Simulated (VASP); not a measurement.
Write the native input for VASP 6.6.1 that does the following.

```
Task                   : relaxation of shape and atoms at fixed volume
Functional             : PBE
Potentials or basis    : VASP PAW PBE potentials, release 64 (Ga_d, Mo_sv)
Cutoff                 : 600 eV
k mesh                 : 12 × 12 × 6
Occupations            : gaussian, width 0.1 eV
Spin                   : no spin polarisation
Dipole correction      : no
Further INCAR settings : ALGO = Fast; EDIFF = 1e-06; IBRION = 2; EDIFFG = -0.01; NSW = 50; ISIF = 4
```

The structure of GaMo lies in POSCAR:

```
GaMo
1.0
    3.1939969779      0.0000000000      0.0000000000
    0.0000000000      3.1939969779      0.0000000000
    0.0000000000      0.0000000000      5.5487695068
Ga Mo
2 2
Direct
    0.0000000000      0.5000000000      0.6199813402
    0.5000000000      0.0000000000      0.3800186598
    0.5000000000      0.0000000000      0.8812245194
    0.0000000000      0.5000000000      0.1187754806
```

The input as run:

INCAR

```
SYSTEM = GaMo
  PREC = Accurate
  ENCUT = 600
  EDIFF = 1E-6
  ISMEAR = 0
  SIGMA = 0.1
  LREAL = .FALSE.
  LASPH = .TRUE.
  NELM = 80
  ALGO = Fast
  ISIF = 4
  LWAVE = .FALSE.
  LCHARG = .FALSE.
  GGA = PE
  IBRION = 2
  NSW = 50
  EDIFFG = -0.01
```

KPOINTS

```
regular mesh
0
G
  12 12 6
  0 0 0
```

Potentials or basis: VASP PAW PBE potentials, release 64 (Ga_d, Mo_sv).

Command:

```sh
$ cat potpaw_PBE.64/Ga_d/POTCAR potpaw_PBE.64/Mo_sv/POTCAR > POTCAR
$ mpirun -np 1 vasp_std > vasp.out
```

Results of the run:

| Quantity | Value |
| --- | --- |
| Energy gained by relaxing | 0.5 meV/atom |
| Ionic steps | 4 |
| Pressure after relaxing | 20.0 GPa |
| Largest force after relaxing | 0.004 eV/Å |
| Band gap on the k mesh | zero (bands 27 and 28 overlap by 2.26 eV) |

Run time: 15 min on 1 thread of Intel Xeon 8259CL, on a shared host, peak memory 0.32 GiB.
